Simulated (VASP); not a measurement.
Runs of VASP 6.6.1 on Ir. The structure is that of space group I4/mmm (No. 139), or close to it. The cells are those of the table. 

```tsv
cell	gap on the mesh (eV)	pressure (GPa)
a = 2.826, b = 2.826, c = 2.932 Å, angles 58.7, 58.7, 62.5°, 1 atom	none	-39.6
a = 2.666, b = 2.666, c = 2.823 Å, angles 58.0, 58.0, 64.0°, 1 atom	none	(a)
a = 2.724, b = 2.724, c = 2.498 Å, angles 62.7, 62.7, 54.6°, 1 atom	none	49.4
a = 2.666, b = 2.666, c = 2.498 Å, angles 62.1, 62.1, 55.9°, 1 atom	none	(b)
a = 2.609, b = 2.609, c = 2.715 Å, angles 58.6, 58.6, 62.7°, 1 atom	none	39.2
```

Alike in all rows: task single point; level PBEsol; potentials or basis VASP PAW PBE potentials, release 64 (Ir); no spin polarisation; k mesh 22 × 22 × 22; cutoff (eV) 520; smearing gaussian 0.15 eV.

Fill in the values left out.

(a) 3.3; (b) 70.2.

Caveats: the PAW data sets were made with another functional, which shifts forces and pressure a little; spin-orbit coupling is left out, which moves the levels of the heavy elements.

A k mesh can miss the band edges, and the runs leave out spin-orbit coupling on Ir.

A gap of «none» marks levels without a gap at the run's occupations.
